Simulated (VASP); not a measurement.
# N2 in VASP: notebook

The runs below take N2 through single point, relaxation of the atoms, with LDA.

All numbers are computed with VASP 6.6.1; they aren't measurements. Logs are shortened: lines on timing, memory, paths and dates and some standing lists are left out, and cuts for length are marked.

**1. The cell of the first run**

The cell holds a molecule in a box, 2 atoms: a = 12.000 Å, b = 12.200 Å, c = 12.400 Å, α = 90.00°, β = 90.00°, γ = 90.00°.

**2. Single point, LDA**

Contents of INCAR:

```
SYSTEM = N
PREC = Accurate ; ENCUT = 520
EDIFF = 1E-6 ; ISMEAR = 0
SIGMA = 0.01 ; LREAL = .FALSE.
LASPH = .TRUE. ; NELM = 120
ALGO = Normal ; ISIF = 2
LWAVE = .FALSE. ; LCHARG = .FALSE.
GGA = CA ; NBANDS = 12
GGA_COMPAT = .FALSE. ; NELMDL = -8
```

Contents of KPOINTS:

```
regular mesh
0
G
  1 1 1
  0 0 0
```

Contents of POSCAR:

```
N
1.0
   12.0000000000      0.0000000000      0.0000000000
    0.0000000000     12.2000000000      0.0000000000
    0.0000000000      0.0000000000     12.4000000000
N
2
Direct
    0.5000000000      0.5000000000      0.4559186023
    0.5000000000      0.5000000000      0.5440813977
```

Potentials or basis: VASP PAW LDA potentials, release 64 (N).

On the command line:

```sh
> cat potpaw_LDA.64/N/POTCAR > POTCAR
> mpirun -np 1 vasp_gam > vasp.out
```

OUTCAR:

```text
SYSTEM = N
   PREC = Accurate
   ENCUT = 520
   EDIFF = 1E-6
   ISMEAR = 0
   LREAL = .FALSE.
   LASPH = .TRUE.
   NELM = 120
   ISIF = 2
   GGA = CA
   NELMDL = -8

 ion  position               nearest neighbor table
   1  0.500  0.500  0.456-   2 1.09
   2  0.500  0.500  0.544-   1 1.09

  LATTYP: Found a simple orthorhombic cell.
 ALAT       =    12.0000000000
 B/A-ratio  =     1.0166666667
 C/A-ratio  =     1.0333333333

  Lattice vectors:

 A1 = (  12.0000000000,   0.0000000000,   0.0000000000)
 A2 = (   0.0000000000,  12.2000000000,   0.0000000000)
 A3 = (   0.0000000000,   0.0000000000,  12.4000000000)

Analysis of symmetry for initial positions (statically):
=====================================================================
 Subroutine PRICEL returns:
 Original cell was already a primitive cell.

 Routine SETGRP: Setting up the symmetry group for a
 simple orthorhombic supercell.

 Subroutine GETGRP returns: Found  8 space group operations
 (whereof  8 operations were pure point group operations)
 out of a pool of  8 trial point group operations.

The static configuration has the point symmetry D_2h.

Analysis of symmetry for dynamics (positions and initial velocities):
=====================================================================
 Subroutine PRICEL returns:
 Original cell was already a primitive cell.

 Routine SETGRP: Setting up the symmetry group for a
 simple orthorhombic supercell.

 Subroutine GETGRP returns: Found  8 space group operations
 (whereof  8 operations were pure point group operations)
 out of a pool of  8 trial point group operations.

The dynamic configuration has the point symmetry D_2h.

 Subroutine INISYM returns: Found  8 space group operations
 (whereof  8 operations are pure point group operations),
 and found     1 'primitive' translations

----------------------------------------------------------------------------------------

                                     Primitive cell

  volume of cell :    1815.3600

  direct lattice vectors                    reciprocal lattice vectors
    12.000000000  0.000000000  0.000000000     0.083333333  0.000000000  0.000000000
     0.000000000 12.200000000  0.000000000     0.000000000  0.081967213  0.000000000
     0.000000000  0.000000000 12.400000000     0.000000000  0.000000000  0.080645161

  length of vectors
    12.000000000 12.200000000 12.400000000     0.083333333  0.081967213  0.080645161

  position of ions in fractional coordinates (direct lattice)
     0.500000000  0.500000000  0.455918602
     0.500000000  0.500000000  0.544081398

  ion indices of the primitive-cell ions
   primitive index   ion index
                 1           1
                 2           2

----------------------------------------------------------------------------------------

 KPOINTS: regular mesh

Automatic generation of k-mesh.
 Grid dimensions read from file:
 generate k-points for:    1    1    1

 Generating k-lattice:

  Cartesian coordinates                     Fractional coordinates (reciprocal lattice)
     0.083333333  0.000000000  0.000000000     1.000000000  0.000000000  0.000000000
     0.000000000  0.081967213  0.000000000     0.000000000  1.000000000  0.000000000
     0.000000000  0.000000000  0.080645161     0.000000000  0.000000000  1.000000000

  Length of vectors
     0.083333333  0.081967213  0.080645161

  Shift w.r.t. Gamma in fractional coordinates (k-lattice)
     0.000000000  0.000000000  0.000000000

 Subroutine IBZKPT returns following result:
 ===========================================

 Found      1 irreducible k-points:

 Following reciprocal coordinates:
            Coordinates               Weight
  0.000000  0.000000  0.000000      1.000000
   k-points           NKPTS =      1   k-points in BZ     NKDIM =      1   number of bands    NBANDS=     12
   number of dos      NEDOS =    301   number of ions     NIONS =      2
   total plane-waves  NPLWV = 829440
   dimension x,y,z NGX =    90 NGY =   96 NGZ =   96
   dimension x,y,z NGXF=   180 NGYF=  192 NGZF=  192
   ions per type =               2
   NGX,Y,Z   is equivalent  to a cutoff of  12.47, 13.08, 12.87 a.u.
   NGXF,Y,Z  is equivalent  to a cutoff of  24.94, 26.16, 25.74 a.u.
 SYSTEM =  N
   PREC   = accura    normal or accurate (medium, high low for compatibility)
   ISTART =      0    job   : 0-new  1-cont  2-samecut
   ICHARG =      2    charge: 1-file 2-atom 10-const
   ISPIN  =      1    spin polarized calculation?
   LNONCOLLINEAR =      F non collinear calculations
   LSORBIT =      F    spin-orbit coupling
   LASPH  =      T    aspherical Exc in radial PAW
   ENCUT  =  520.0 eV  38.22 Ry    6.18 a.u.  22.31 22.68 23.06*2*pi/ulx,y,z
   NELM   =    120;   NELMIN=  2; NELMDL= -8     # of ELM steps
   EDIFF  = 0.1E-05   stopping-criterion for ELM
   LREAL  =      F    real-space projection
   EDIFFG = 0.1E-04   stopping-criterion for IOM
   NSW    =      0    number of steps for IOM
   IBRION =     -1    ionic relax: 0-MD 1-quasi-New 2-CG
   NFREE  =      0    steps in history (QN), initial steepest desc. (CG)
   ISIF   =      2    stress and relaxation
   ISYM   =      2    0-nonsym 1-usesym 2-fastsym
   POTIM  = 0.5000    time-step for ionic-motion
   TEBEG  =    0.0;   TEEND  =   0.0 temperature during run
   PSTRESS=    0.0 pullay stress
   NELECT =      10.0000    total number of electrons
   NUPDOWN=      -1.0000    fix difference up-down
   EMIN   =  10.00;   EMAX   =-10.00  energy-range for DOS
   EFERMI =   0.00;   METHOD = LEGACY
   ISMEAR =     0;   SIGMA  =   0.01  broadening in eV -4-tet -1-fermi 0-gaus
   EFERMI_NEDOS =   21; number of points for ismear=-14 and -15
   IALGO  =     38    algorithm
   IMIX   =      4    mixing-type and parameters
     AMIX     =   0.40;   BMIX     =  1.00
     AMIX_MAG =   1.60;   BMIX_MAG =  1.00
  volume/ion in A,a.u.               =     907.68      6125.33
  Fermi-wavevector in a.u.,A,eV,Ry     =   0.289126  0.546369  1.137364  0.083594
  Thomas-Fermi vector in A             =   1.146562
   LORBIT       =      0    0 simple, 1 ext, 2 COOP (PROOUT), +10 PAW based schemes
   GGA     = CA    functional components
   LHFCALC =     F    Hartree Fock is set to
   AEXX    =    0.0000 exact exchange contribution
   IVDW    =     0    specifies the selected vdW correction
   LEPSILON=     F    determine dielectric tensor
   LRPA    =     F    only Hartree local field effects (RPA)
 non-spin polarized calculation
 Gauss-broadening in eV      SIGMA  =   0.01
  energy-cutoff  :      520.00
  volume of cell :     1815.36
 maximum number of plane-waves:     24454
 NGX is ok and might be reduce to    90
   NGX = 45   NGY = 45   NGZ = 47

 number of electron      10.0000003 magnetization

 Free energy of the ion-electron system (eV)
  ---------------------------------------------------
  ext. energy  EPLUGINS =         0.00000000
  ---------------------------------------------------
  free energy    TOTEN  =       -17.48257178 eV

  energy without entropy =      -17.48257178  energy(sigma->0) =      -17.48257178

 E-fermi : -10.2227     XC(G=0):  -0.3385

 val. band max:      -10.2940293628   @ k =   0.0000   0.0000   0.0000
 cond. band min:      -2.0866407675   @ k =   0.0000   0.0000   0.0000
 fundamental gap:      8.2073885953
 Fermi energy:       -10.2226844478

 k-point     1 :       0.0000    0.0000    0.0000
  band No.  band energies     occupation
      1     -28.4391      2.00000
      2     -13.2749      2.00000
      3     -11.8848      2.00000
      4     -11.8848      2.00000
      5     -10.2940      2.00000
      6      -2.0866      0.00000
      7      -2.0866      0.00000
      8      -0.1220      0.00000
      9       0.7781      0.00000
     10       0.8128      0.00000
     11       0.8409      0.00000
     12       0.9818      0.00000

------------------------ aborting loop because EDIFF is reached ----------------------------------------

  FORCE on cell =-STRESS in cart. coord.  units (eV):
  Direction    XX          YY          ZZ          XY          YZ          ZX
  --------------------------------------------------------------------------------------
  -------------------------------------------------------------------------------------
  Total       -0.0372328     -0.0366445      1.6515082      0.0000000      0.0000000      0.0000000
  in kB       -0.0328604     -0.0323412      1.4575670      0.0000000      0.0000000      0.0000000
  external PRESSURE =       0.4641218 kB  Pullay stress =       0.0000000 kB

 VOLUME and BASIS-vectors are now :
 -----------------------------------------------------------------------------
  energy-cutoff  :      520.00
  volume of cell :     1815.36
      direct lattice vectors                 reciprocal lattice vectors
    12.000000000  0.000000000  0.000000000     0.083333333  0.000000000  0.000000000
     0.000000000 12.200000000  0.000000000     0.000000000  0.081967213  0.000000000
     0.000000000  0.000000000 12.400000000     0.000000000  0.000000000  0.080645161

 POSITION                                       TOTAL-FORCE (eV/Angst)
 -----------------------------------------------------------------------------------
      6.00000      6.10000      5.65339         0.000000      0.000000     -1.539220
      6.00000      6.10000      6.74661         0.000000      0.000000      1.539220
 -----------------------------------------------------------------------------------
    total drift:                                0.000000     -0.000000      0.000000

  FREE ENERGIE OF THE ION-ELECTRON SYSTEM (eV)
  ---------------------------------------------------
  free  energy   TOTEN  =       -17.4825717813 eV

  energy  without entropy=      -17.4825717813  energy(sigma->0) =      -17.48257178
```

It took 1.9 min on 1 thread of Intel Xeon 8259CL, shared host; peak memory 0.8 GiB.

Results:

```
Free energy                     : -17.4826 eV
Largest force                   : 1.539 eV/Å
Gap between the frontier levels : 8.21 eV
```

Forces on the atoms (eV/Å):
```
N    0.000  0.000 -1.539
N    0.000  0.000  1.539
```

Caveat: the standard files for N, O and F lose accuracy on very short bonds.

**3. Single point, LDA**

Contents of INCAR:

```
ALGO = Normal
EDIFF = 1E-6
ENCUT = 520
GGA_COMPAT = F
ISIF = 2
ISMEAR = 0
LASPH = T
LCHARG = F
LREAL = F
LWAVE = F
NBANDS = 12
NELM = 120
NELMDL = -8
PREC = Accurate
SIGMA = 0.01
```

Contents of KPOINTS:

```
k-points
0
Gamma
  1 1 1
```

POSCAR is that of step 2.

Potentials or basis: VASP PAW LDA potentials, release 64 (N).

On the command line:

```sh
> cat potpaw_LDA.64/N/POTCAR > POTCAR
> mpirun -np 1 vasp_gam > vasp.out
```

Wall time 1.8 min (1 thread of Intel Xeon 8259CL, shared host); peak memory 0.8 GiB.

It converged, with:

- Free energy: -17.4826 eV
- Largest force: 1.539 eV/Å
- Gap between the frontier levels: 8.21 eV

Forces on the atoms (eV/Å):
```
N    0.000  0.000 -1.539
N    0.000  0.000  1.539
```

Levels at points of the mesh, in eV from the valence-band top:
```
           k point  band 1  band 2  band 3  band 4  band 5  band 6  band 7  band 8  band 9  band 10
(0.00, 0.00, 0.00)  -18.15   -2.98   -1.59   -1.59    0.00    8.21    8.21   10.17   11.07    11.11
```

Caveat: the standard files for N, O and F lose accuracy on very short bonds.

**4. Relaxation of the atoms, LDA**

Contents of INCAR:

```
SYSTEM = N
PREC     = Accurate       ! precision mode
ENCUT    = 520            ! plane-wave cutoff, eV
EDIFF    = 1E-7           ! SCF threshold, eV
ISMEAR   = 0              ! smearing method
SIGMA    = 0.01           ! smearing width, eV
LREAL    = .False.        ! projectors in reciprocal space
LASPH    = .True.         ! aspherical terms in the spheres
NELM     = 120            ! most SCF steps
ALGO     = Normal         ! electronic algorithm
ISIF     = 2              ! what is computed and relaxed
LWAVE    = .False.        ! write WAVECAR
LCHARG   = .False.        ! write CHGCAR
IBRION   = 2              ! ionic algorithm
NSW      = 60             ! ionic steps
EDIFFG   = -0.01          ! ionic threshold
GGA_COMPAT= .False.      
NELMIN   = 4            
NELMDL   = -8
```

Contents of KPOINTS:

```
Automatic mesh
0
Gamma
  1 1 1
  0 0 0
```

Contents of POSCAR:

```
N
1.0
   12.0000000000      0.0000000000      0.0000000000
    0.0000000000     12.2000000000      0.0000000000
    0.0000000000      0.0000000000     12.4000000000
N
2
Direct
    0.5000000000      0.5000000000      0.4557258065
    0.5000000000      0.5000000000      0.5442741935
```

On the command line:

```sh
> cat potpaw_LDA.64/N/POTCAR > POTCAR
> mpirun -np 1 vasp_gam > vasp.out
```

Run time: 4.2 min. Hardware: 1 thread of Intel Xeon 8259CL, shared host; peak memory 0.81 GiB.

It converged, with:

- Free energy: -17.4899 eV
- Energy gained by relaxing: 0.9 meV/atom
- Ionic steps: 4
- Largest force after relaxing: 0.003 eV/Å
- Gap between the frontier levels: 8.09 eV

Forces on the atoms (eV/Å):
```
N    0.000  0.000 -0.003
N    0.000  0.000  0.003
```

Step by step:
```
step  energy change (eV)  largest force (eV/Å)  pressure (GPa)
   1              0.0000                0.7644            0.02
   2              0.3033                8.1137           -0.28
   3             -0.0019                0.0123            0.00
   4             -0.0019                0.0030            0.00
```

Final structure:
```
N
1.0
    12.00000    0.00000    0.00000
     0.00000   12.20000    0.00000
     0.00000    0.00000   12.40000
N
2
Direct
  0.50000 0.50000 0.45553
  0.50000 0.50000 0.54447
```

Levels at points of the mesh, in eV from the valence-band top:
```
           k point  band 3  band 4  band 5  band 6  band 7  band 8
(0.00, 0.00, 0.00)   -1.52   -1.52    0.00    8.09    8.09   10.17
```

Caveat: the standard files for N, O and F lose accuracy on very short bonds.
